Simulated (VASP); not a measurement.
# Ta5HC in VASP: notebook, part 2 of 2

VASP 6.6.1. Earlier steps stand in the parts before.

## 4. Single point, PBEsol

INCAR

```
SYSTEM = Ta5HC
  PREC = Accurate
  ENCUT = 520
  EDIFF = 1E-6
  ISMEAR = 0
  SIGMA = 0.1
  LREAL = .FALSE.
  LASPH = .TRUE.
  NELM = 80
  ALGO = Normal
  ISIF = 2
  LWAVE = .FALSE.
  LCHARG = .FALSE.
  LDIPOL = .TRUE.
  IDIPOL = 3
  DIPOL = 0.5 0.5 0.488
  GGA = PS
  NBANDS = 39
```

KPOINTS

```
Automatic mesh
0
G
  9 9 1
  0 0 0
```

POSCAR

```
Ta5HC
1.0
    3.2805195243      0.0000000000      0.0000000000
    0.0000000000      3.2805195243      0.0000000000
    0.0000000000      0.0000000000     26.6610390486
Ta C H
5 1 1
Direct
    0.5000000000      0.5000000000      0.3188172818
    0.0000000000      0.0000000000      0.3803400064
    0.5000000000      0.5000000000      0.4402323954
    0.0000000000      0.0000000000      0.5015699263
    0.5000000000      0.5000000000      0.5649391253
    0.0000000000      0.0000000000      0.5850159535
    0.0000000000      0.0000000000      0.6267422798
```

Potentials or basis: VASP PAW PBE potentials, release 64 (Ta_pv, C, H).

Launch:

```
$ cat potpaw_PBE.64/Ta_pv/POTCAR potpaw_PBE.64/C/POTCAR potpaw_PBE.64/H/POTCAR > POTCAR
$ mpirun -np 1 vasp_std > vasp.out
```

OUTCAR:

```text
SYSTEM = Ta5HC
   PREC = Accurate
   ENCUT = 520
   EDIFF = 1E-6
   ISMEAR = 0
   LREAL = .FALSE.
   LASPH = .TRUE.
   NELM = 80
   ISIF = 2
   GGA = PS

 ion  position               nearest neighbor table
   1  0.500  0.500  0.319-   2 2.84   2 2.84   2 2.84   2 2.84   3 3.24
   2  0.000  0.000  0.380-   3 2.82   3 2.82   3 2.82   3 2.82   1 2.84   1 2.84   1 2.84   1 2.84
                             4 3.23
   3  0.500  0.500  0.440-   2 2.82   2 2.82   2 2.82   2 2.82   4 2.84   4 2.84   4 2.84   4 2.84
                             1 3.24   5 3.32
   4  0.000  0.000  0.502-   6 2.22   3 2.84   3 2.84   3 2.84   3 2.84   5 2.87   5 2.87   5 2.87
                             5 2.87   2 3.23
   5  0.500  0.500  0.565-   6 2.38   6 2.38   6 2.38   6 2.38   4 2.87   4 2.87   4 2.87   4 2.87
                             3 3.32
   6  0.000  0.000  0.585-   7 1.11   4 2.22   5 2.38   5 2.38   5 2.38   5 2.38
   7  0.000  0.000  0.627-   6 1.11

  LATTYP: Found a simple tetragonal cell.
 ALAT       =     3.2805195243
 C/A-ratio  =     8.1270783030

  Lattice vectors:

 A1 = (   3.2805195243,   0.0000000000,   0.0000000000)
 A2 = (   0.0000000000,   3.2805195243,   0.0000000000)
[... 191 lines left out ...]
      3     -34.6426      2.00000
      4     -34.6426      2.00000
      5     -34.6291      2.00000
      6     -34.6291      2.00000
[... 619 lines left out ...]
     38       4.1512      0.00000
     39       4.3259      0.00000

------------------------ aborting loop because EDIFF is reached ----------------------------------------

 vacuum level on the upper side and lower side of the slab       (xc-potential included)        -0.879         0.763

  FORCE on cell =-STRESS in cart. coord.  units (eV):
  Direction    XX          YY          ZZ          XY          YZ          ZX
  --------------------------------------------------------------------------------------
  -------------------------------------------------------------------------------------
  Total       -7.4924444     -7.4924444     -2.1785072      0.0000000      0.0000000      0.0000000
  in kB      -41.8380840    -41.8380840    -12.1648640      0.0000000      0.0000000      0.0000000
  external PRESSURE =     -31.9470107 kB  Pullay stress =       0.0000000 kB

 VOLUME and BASIS-vectors are now :
 -----------------------------------------------------------------------------
  energy-cutoff  :      520.00
  volume of cell :      286.92
      direct lattice vectors                 reciprocal lattice vectors
     3.280519524  0.000000000  0.000000000     0.304829766  0.000000000  0.000000000
     0.000000000  3.280519524  0.000000000     0.000000000  0.304829766  0.000000000
     0.000000000  0.000000000 26.661039049     0.000000000  0.000000000  0.037507916

 POSITION                                       TOTAL-FORCE (eV/Angst)
 -----------------------------------------------------------------------------------
      1.64026      1.64026      8.50000         0.000000     -0.000000      1.389203
      0.00000      0.00000     10.14026         0.000000      0.000000     -1.405692
      1.64026      1.64026     11.73705        -0.000000     -0.000000      0.000238
      0.00000      0.00000     13.37238         0.000000      0.000000     -0.009026
      1.64026      1.64026     15.06186         0.000000      0.000000     -0.001182
      0.00000      0.00000     15.59713         0.000000      0.000000     -0.004044
      0.00000      0.00000     16.70960         0.000000      0.000000      0.030502
 -----------------------------------------------------------------------------------
    total drift:                                0.000000     -0.000000     -0.000182

  FREE ENERGIE OF THE ION-ELECTRON SYSTEM (eV)
  ---------------------------------------------------
  free  energy   TOTEN  =       -73.5623670481 eV

  energy  without entropy=      -73.5442346130  energy(sigma->0) =      -73.55330083

 vacuum level on the upper side and lower side of the slab         2.445         4.051
```

OSZICAR:

```text
N       E                     dE             d eps       ncg     rms          rms(c)
DAV:   1     0.484413490702E+03    0.48441E+03   -0.32938E+04  1458   0.133E+03
DAV:   2    -0.552206492824E+02   -0.53963E+03   -0.52866E+03  1415   0.356E+02
DAV:   3    -0.812908444519E+02   -0.26070E+02   -0.25440E+02  1470   0.704E+01
[... 25 lines left out ...]
DAV:  29    -0.735623545573E+02   -0.81428E-05   -0.14228E-06  1028   0.440E-03    0.159E-03
DAV:  30    -0.735623615193E+02   -0.69619E-05   -0.64165E-07  1006   0.235E-03    0.927E-04
DAV:  31    -0.735623652435E+02   -0.37242E-05   -0.43381E-07   996   0.202E-03    0.647E-04
DAV:  32    -0.735623666471E+02   -0.14036E-05   -0.20766E-07   905   0.174E-03    0.358E-04
DAV:  33    -0.735623670481E+02   -0.40103E-06   -0.75749E-08   869   0.105E-03
   1 F= -.73562367E+02 E0= -.73553301E+02  d E =-.181324E-01
```

Wall time 11 min (1 thread of Intel Xeon 8259CL, shared host); peak memory 0.42 GiB.

What came out:

```yaml
Free_energy: -73.5624 eV
Largest_force: 1.406 eV/Å
Band_gap_on_the_k_mesh: zero (bands 30 and 31 overlap by 1.36 eV)
```

Forces in eV/Å, atoms in the order of the input:
```
Ta   0.000  0.000  1.389
Ta   0.000  0.000 -1.406
Ta   0.000  0.000  0.000
Ta   0.000  0.000 -0.009
Ta   0.000  0.000 -0.001
C    0.000  0.000 -0.004
H    0.000  0.000  0.031
```

Levels at points of the mesh, in eV from the Fermi level:
| k point | band 28 | band 29 | band 30 | band 31 | band 32 | band 33 |
| --- | --- | --- | --- | --- | --- | --- |
| (0.00, 0.00, 0.00) | 0.29 | 0.29 | 0.51 | 0.52 | 0.52 | 0.69 |

Caveat: the PAW data sets were made with another functional, which shifts forces and pressure a little; spin-orbit coupling is left out, which moves the levels of the heavy elements.
